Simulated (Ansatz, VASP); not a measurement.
**Two plane-wave programs on CsCl**

INCAR

```
  ALGO = Normal
  EDIFF = 1E-6
  ENCUT = 500
  GGA = PE
  GGA_COMPAT = F
  ISIF = 2
  ISMEAR = 0
  LASPH = T
  LCHARG = F
  LREAL = F
  LWAVE = F
  NBANDS = 15
  NELM = 120
  PREC = Accurate
  SIGMA = 0.01
```

The input KPOINTS:

```
k-points
0
Gamma
  4 4 4
```

The input POSCAR:

```
CsCl
1.0
    4.1406758806      0.0000000000      0.0000000000
    0.0000000000      4.1406758806      0.0000000000
    0.0000000000      0.0000000000      4.1406758806
Cs Cl
1 1
Direct
    0.0000000000      0.0000000000      0.0000000000
    0.5000000000      0.5000000000      0.5000000000
```

Input for Ansatz:

```yaml
crystal:
  lattice:
    - [4.1406758806, 0.0, 0.0]
    - [0.0, 4.1406758806, 0.0]
    - [0.0, 0.0, 4.1406758806]
  atoms:
    - { symbol: Cs, position: [0.0, 0.0, 0.0] }
    - { symbol: Cl, position: [0.5, 0.5, 0.5] }
kpoints:
  mp_grid: { grid: [4, 4, 4] }
hamiltonian:
  xc: pbe
scf:
  occupations: { method: fixed }
  n_extra_bands: 4
output:
  forces: true
  stress: true
  eigenvalues: true
```

Alike in both runs: task single point; functional PBE; k mesh 4 × 4 × 4; no spin polarisation.

|  | VASP | Ansatz |
| --- | --- | --- |
| version | VASP 6.6.1 | Ansatz 0.2.0 |
| potentials or method | VASP PAW PBE potentials, release 64 (Cs_sv, Cl) | plane waves, PAW |
| plane-wave cutoff (eV) | 500 | 420 |
| occupations | gaussian, width 0.01 eV | fixed |
| valence electrons in the cell | 16 | 16 |

|  | VASP | Ansatz | Ansatz less VASP |
| --- | --- | --- | --- |
| gap on the k mesh at the Fermi level (eV) | 5.20 | 5.21 | +0.011 |
| pressure (GPa) | 0.8 | 0.8 | -0.02 |

Neither program's run includes spin-orbit coupling.
